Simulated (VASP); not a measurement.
**GaSbTeSe2: single point with PBE**

GaSbTeSe2:

```xyz
5
Lattice="5.2989 0.0000 0.0000 0.0000 5.2989 0.0000 0.0000 0.0000 5.1153" Properties=species:S:1:pos:R:3 pbc="T T T"
Ga    2.6494    2.6494    2.5577
Sb    2.6494    2.6494    0.0000
Te    0.0000    0.0000    0.0000
Se    2.6494    0.0000    2.5577
Se    0.0000    2.6494    2.5577
```

| Quantity | Value |
| --- | --- |
| Program | VASP 6.6.1 |
| Task | single point |
| Functional | PBE |
| Potentials or basis | VASP PAW PBE potentials, release 64 (Ga_d, Sb, Te, Se) |
| Cutoff | 520 eV |
| k mesh | 4 × 4 × 4 |
| Occupations | gaussian, width 0.1 eV |
| Spin | no spin polarisation |
| Dipole correction | no |
| Further INCAR settings | ALGO = Normal; EDIFF = 1e-06; NBANDS = 26 |

```json
{
 "Pressure": "-2.5 GPa",
 "Band gap on the k mesh": "zero (band 18 reaches 4.64 eV, above the bottom of band 19 at 3.30 eV)"
}
```

Stress tensor (GPa, compression positive):
```
-5.78  0.00  0.00
 0.00 -5.78  0.00
 0.00  0.00  4.01
```

Levels at points of the mesh, in eV from the Fermi level:
```
           k point  band 14  band 15  band 16  band 17  band 18  band 19  band 20  band 21  band 22  band 23
(0.00, 0.00, 0.00)    -1.71    -1.71    -1.36    -1.00    -0.31    -0.31     1.15     1.75     1.75     4.38
(0.50, 0.00, 0.00)    -2.41    -1.54    -1.24    -0.77    -0.56     0.19     0.31     0.39     1.65     4.13
(0.50, 0.50, 0.00)    -2.39    -1.64    -1.64    -1.11    -0.84     0.19     0.99     0.99     2.65     4.02
(0.00, 0.00, 0.50)    -2.29    -1.57    -1.28    -1.26    -0.72    -0.72     0.89     0.89     3.79     4.36
(0.50, 0.00, 0.50)    -2.56    -1.48    -1.33    -0.88    -0.04     0.48     0.54     1.25     3.48     4.23
(0.50, 0.50, 0.50)    -0.81     0.24     0.47     0.63     0.63     0.96     1.72     1.72     2.67     2.67
```

Run time: 40 s on 1 thread of Intel(R) Xeon(R) Platinum 8559C (Emerald Rapids), with other jobs on the host, peak memory 0.28 GiB.

Caveat: spin-orbit coupling is left out, which moves the levels of the heavy elements.
